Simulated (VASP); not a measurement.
# RbGe2 (I4_1/amd) in VASP: notebook

RbGe2 is run at these levels: PBE; tasks: single point.

Everything below comes from runs of VASP 6.6.1. Logs are shortened: lines on timing, memory, paths and dates and some standing lists are left out, and cuts for length are marked.

## (1) The cell of the first run

The structure is tetragonal, space group I4_1/amd (No. 141). The conventional cell has a = 4.466 Å, b = 4.466 Å, c = 15.529 Å, α = 90.00°, β = 90.00°, γ = 90.00°. Rb (site symmetry -4m2) has 12 Ge at 3.41 to 3.42 Å and 8 Rb at 4.47 to 4.48 Å within 4.5 Å. Ge (site symmetry 2mm) has 3 Ge at 2.58 to 2.59 Å within 3.4 Å.

## (2) Single point, PBE

The input, INCAR:

```
SYSTEM = RbGe2
PREC = Accurate
ENCUT = 520
EDIFF = 1E-7
ISMEAR = 0
SIGMA = 0.1
LREAL = .FALSE.
LASPH = .TRUE.
NELM = 80
ALGO = Normal
ISIF = 2
LWAVE = .FALSE.
LCHARG = .TRUE.
GGA = PE
LELF = .TRUE.
LVHAR = .TRUE.
NBANDS = 46
```

The input, KPOINTS:

```
Automatic mesh
0
G
  6 6 6
  0 0 0
```

The input, POSCAR:

```
RbGe2
1.0
   -2.2331414119      2.2331414119      7.7645774832
    2.2331414119     -2.2331414119      7.7645774832
    2.2331414119      2.2331414119     -7.7645774832
Rb Ge
2 4
Direct
    0.0000000000      0.0000000000      0.0000000000
    0.7500000000      0.2500000000      0.5000000000
    0.4165000000      0.4165000000      0.0000000000
    0.1665000000      0.6665000000      0.5000000000
    0.3335000000      0.8335000000      0.5000000000
    0.5835000000      0.5835000000      0.0000000000
```

Potentials or basis: VASP PAW PBE potentials, release 64 (Rb_sv, Ge_d).

The run is started by

```bash
cat potpaw_PBE.64/Rb_sv/POTCAR potpaw_PBE.64/Ge_d/POTCAR > POTCAR
mpirun -np 1 vasp_std > vasp.out
```

OUTCAR:

```text
SYSTEM = RbGe2
   PREC = Accurate
   ENCUT = 520
   EDIFF = 1E-7
   ISMEAR = 0
   LREAL = .FALSE.
   LASPH = .TRUE.
   NELM = 80
   ISIF = 2
   GGA = PE

 ion  position               nearest neighbor table
   1  0.000  0.000  0.000-   6 3.41   3 3.41   6 3.41   3 3.41   6 3.41   3 3.41   3 3.41   6 3.41
                             5 3.42   4 3.42   5 3.42   4 3.42   2 4.48   2 4.48   2 4.48   2 4.48
   2  0.750  0.250  0.500-   5 3.41   4 3.41   5 3.41   4 3.41   5 3.41   4 3.41   4 3.41   5 3.41
                             6 3.42   3 3.42   3 3.42   6 3.42   1 4.48   1 4.48   1 4.48   1 4.48
   3  0.416  0.416  0.000-   5 2.58   5 2.58   6 2.59   1 3.41   1 3.41   1 3.41   1 3.41   2 3.42
                             2 3.42
   4  0.166  0.666  0.500-   6 2.58   6 2.58   5 2.59   2 3.41   2 3.41   2 3.41   2 3.41   1 3.42
                             1 3.42
   5  0.334  0.834  0.500-   3 2.58   3 2.58   4 2.59   2 3.41   2 3.41   2 3.41   2 3.41   1 3.42
                             1 3.42
   6  0.584  0.584  0.000-   4 2.58   4 2.58   3 2.59   1 3.41   1 3.41   1 3.41   1 3.41   2 3.42
                             2 3.42

  LATTYP: Found a body centered tetragonal cell.
 ALAT       =     4.4662828238
 C/A-ratio  =     3.4769752788

  Lattice vectors:

 A1 = (  -2.2331414119,   2.2331414119,   7.7645774832)
 A2 = (   2.2331414119,  -2.2331414119,   7.7645774832)
 A3 = (   2.2331414119,   2.2331414119,  -7.7645774832)

Analysis of symmetry for initial positions (statically):
=====================================================================
 Subroutine PRICEL returns:
 Original cell was already a primitive cell.

 Routine SETGRP: Setting up the symmetry group for a
 body centered tetragonal supercell.

 Subroutine GETGRP returns: Found 16 space group operations
 (whereof  8 operations were pure point group operations)
 out of a pool of 16 trial point group operations.

The static configuration has the point symmetry D_2d.
 The point group associated with its full space group is D_4h.

Analysis of symmetry for dynamics (positions and initial velocities):
=====================================================================
 Subroutine PRICEL returns:
 Original cell was already a primitive cell.

 Routine SETGRP: Setting up the symmetry group for a
 body centered tetragonal supercell.

 Subroutine GETGRP returns: Found 16 space group operations
 (whereof  8 operations were pure point group operations)
 out of a pool of 16 trial point group operations.

The dynamic configuration has the point symmetry D_2d.
 The point group associated with its full space group is D_4h.
[... 106 lines left out ...]
   NELM   =     80;   NELMIN=  2; NELMDL= -5     # of ELM steps
   EDIFF  = 0.1E-06   stopping-criterion for ELM
   LREAL  =      F    real-space projection
   EDIFFG = 0.1E-05   stopping-criterion for IOM
   NSW    =      0    number of steps for IOM
   IBRION =     -1    ionic relax: 0-MD 1-quasi-New 2-CG
   NFREE  =      0    steps in history (QN), initial steepest desc. (CG)
   ISIF   =      2    stress and relaxation
   ISYM   =      2    0-nonsym 1-usesym 2-fastsym
   POTIM  = 0.5000    time-step for ionic-motion
   TEBEG  =    0.0;   TEEND  =   0.0 temperature during run
   PSTRESS=    0.0 pullay stress
   NELECT =      74.0000    total number of electrons
   NUPDOWN=      -1.0000    fix difference up-down
   EMIN   =  10.00;   EMAX   =-10.00  energy-range for DOS
   EFERMI =   0.00;   METHOD = LEGACY
   ISMEAR =     0;   SIGMA  =   0.10  broadening in eV -4-tet -1-fermi 0-gaus
   EFERMI_NEDOS =   21; number of points for ismear=-14 and -15
   IALGO  =     38    algorithm
   IMIX   =      4    mixing-type and parameters
     AMIX     =   0.40;   BMIX     =  1.00
     AMIX_MAG =   1.60;   BMIX_MAG =  1.00
  volume/ion in A,a.u.               =      25.81       174.20
  Fermi-wavevector in a.u.,A,eV,Ry     =   1.279819  2.418508 22.285491  1.637937
  Thomas-Fermi vector in A             =   2.412283
   LORBIT       =      0    0 simple, 1 ext, 2 COOP (PROOUT), +10 PAW based schemes
   GGA     = PE    functional components
   LHFCALC =     F    Hartree Fock is set to
   AEXX    =    0.0000 exact exchange contribution
   IVDW    =     0    specifies the selected vdW correction
   LEPSILON=     F    determine dielectric tensor
   LRPA    =     F    only Hartree local field effects (RPA)
 non-spin polarized calculation
 Gauss-broadening in eV      SIGMA  =   0.10
  energy-cutoff  :      520.00
  volume of cell :      154.89
 maximum number of plane-waves:      4209
 NGX is ok and might be reduce to    64
   NGX = 31   NGY = 31   NGZ = 31

 number of electron      73.9999988 magnetization

 Free energy of the ion-electron system (eV)
  ---------------------------------------------------
  ext. energy  EPLUGINS =         0.00000000
  ---------------------------------------------------
  free energy    TOTEN  =       -18.80473524 eV

  energy without entropy =      -18.78897526  energy(sigma->0) =      -18.79685525

 E-fermi :   3.5034     XC(G=0):  -9.5305

 val. band max:        3.4848089554   @ k =  -0.3333   0.3333   0.3333
 cond. band min:       3.5301673094   @ k =   0.0000   0.0000   0.0000
 fundamental gap:      0.0453583540
 Fermi energy:         3.5033574416

 k-point     1 :       0.0000    0.0000    0.0000
  band No.  band energies     occupation
      1     -23.1343      2.00000
      2     -23.1153      2.00000
      3     -20.9645      2.00000
      4     -20.9483      2.00000
      5     -20.9483      2.00000
      6     -20.9116      2.00000
[... 1165 lines left out ...]
     45       8.0858      0.00000
     46       8.8837      0.00000

 [... further k-points ...]
[... 5 lines left out ...]
  --------------------------------------------------------------------------------------
  -------------------------------------------------------------------------------------
  Total        7.0189369      7.0189369      3.3894904      0.0000000      0.0000000      0.0000000
  in kB       72.6058562     72.6058562     35.0618409      0.0000000      0.0000000      0.0000000
  external PRESSURE =      60.0911845 kB  Pullay stress =       0.0000000 kB

 VOLUME and BASIS-vectors are now :
 -----------------------------------------------------------------------------
  energy-cutoff  :      520.00
  volume of cell :      154.89
      direct lattice vectors                 reciprocal lattice vectors
    -2.233141412  2.233141412  7.764577483     0.000000000  0.223899838  0.064395004
     2.233141412 -2.233141412  7.764577483     0.223899838  0.000000000  0.064395004
     2.233141412  2.233141412 -7.764577483     0.223899838  0.223899838  0.000000000

 POSITION                                       TOTAL-FORCE (eV/Angst)
 -----------------------------------------------------------------------------------
      0.00000      0.00000      0.00000        -0.000000     -0.000000      0.000000
      0.00000      2.23314      3.88229        -0.000000     -0.000000      0.000000
      0.00000      0.00000      6.46789         0.000000     -0.000000     -0.008587
      2.23314      0.00000      2.58560        -0.000000      0.000000     -0.008587
      2.23314      0.00000      5.17897        -0.000000      0.000000      0.008587
      0.00000      0.00000      9.06126         0.000000     -0.000000      0.008587
 -----------------------------------------------------------------------------------
    total drift:                               -0.000000     -0.000000      0.000000

  FREE ENERGIE OF THE ION-ELECTRON SYSTEM (eV)
  ---------------------------------------------------
  free  energy   TOTEN  =       -18.8047352436 eV

  energy  without entropy=      -18.7889752567  energy(sigma->0) =      -18.79685525
```

stdout:

```text
POSCAR found type information on POSCAR RbGe
 POSCAR found :  2 types and       6 ions
 scaLAPACK will be used
 LDA part: xc-table for (Slater+PW92), standard interpolation
 POSCAR, INCAR and KPOINTS ok, starting setup
 FFT: planning ... GRIDC
 FFT: planning ... GRID_SOFT
 FFT: planning ... GRID
 WAVECAR not read
 entering main loop
```

It took 5.1 min on 1 thread of AMD EPYC 9R45 (Zen 5), shared host; peak memory 0.59 GiB.

Results:

* Free energy: -18.8047 eV
* Pressure: 6.0 GPa
* Largest force: 0.009 eV/Å
* Band gap on the k mesh: zero (band 37 reaches 3.97 eV, above the bottom of band 38 at 2.89 eV)

Forces in eV/Å, atoms in the order of the input:
```
Rb   0.000  0.000  0.000
Rb   0.000  0.000  0.000
Ge   0.000  0.000 -0.009
Ge   0.000  0.000 -0.009
Ge   0.000  0.000  0.009
Ge   0.000  0.000  0.009
```

Stress tensor (GPa, compression positive):
```
7.26 0.00 0.00
0.00 7.26 0.00
0.00 0.00 3.51
```

## (3) Single point, PBE

This run uses another cell than the first one, of 30.66 Å³/atom, 1.188 times its volume.

The input, INCAR:

```
SYSTEM = RbGe2
PREC = Accurate
ENCUT = 520
EDIFF = 1E-6
ISMEAR = 0
SIGMA = 0.1
LREAL = .False.
LASPH = .True.
NELM = 60
ALGO = Normal
ISIF = 2
LWAVE = .False.
LCHARG = .False.
GGA = PE
NBANDS = 46
```

The input, KPOINTS:

```
Automatic mesh
0
Gamma
  6 6 6
  0 0 0
```

The input, POSCAR:

```
RbGe2
1.0
   -2.4675287140      2.4675287140      7.5541393804
    2.4675287140     -2.4675287140      7.5541393804
    2.4675287140      2.4675287140     -7.5541393804
Rb Ge
2 4
Direct
    0.0000000000      0.0000000000      0.0000000000
    0.7500000000      0.2500000000      0.5000000000
    0.4155682333      0.4155682333      0.0000000000
    0.1655682333      0.6655682333      0.5000000000
    0.3344317667      0.8344317667      0.5000000000
    0.5844317667      0.5844317667      0.0000000000
```

Potentials or basis: VASP PAW PBE potentials, release 64 (Rb_sv, Ge_d).

The run is started by

```bash
cat potpaw_PBE.64/Rb_sv/POTCAR potpaw_PBE.64/Ge_d/POTCAR > POTCAR
mpirun -np 1 vasp_std > vasp.out
```

Wall time 4.5 min (1 thread of AMD EPYC 9R45 (Zen 5), shared host); peak memory 0.63 GiB.

It converged, with:

- Free energy: -19.4606 eV
- Pressure: 0.1 GPa
- Band gap on the k mesh: zero (band 37 reaches 2.56 eV, above the bottom of band 38 at 1.78 eV)

Stress tensor (GPa, compression positive):
```
 0.24  0.00  0.00
 0.00  0.24  0.00
 0.00  0.00 -0.06
```

Levels at points of the mesh, in eV from the Fermi level:
| k point | band 34 | band 35 | band 36 | band 37 | band 38 | band 39 | band 40 | band 41 |
| --- | --- | --- | --- | --- | --- | --- | --- | --- |
| (0.00, 0.00, 0.00) | -2.08 | -1.12 | -0.76 | -0.76 | -0.59 | 2.04 | 2.57 | 2.58 |
| (0.50, 0.00, 0.00) | -2.14 | -2.11 | -0.75 | -0.04 | 0.56 | 0.66 | 1.80 | 3.43 |
| (0.50, 0.50, 0.00) | -2.40 | -0.73 | -0.73 | -0.57 | -0.57 | 1.74 | 1.74 | 3.94 |
| (0.50, 0.50, 0.50) | -2.12 | -0.74 | -0.74 | -0.50 | -0.50 | 1.54 | 1.54 | 3.06 |
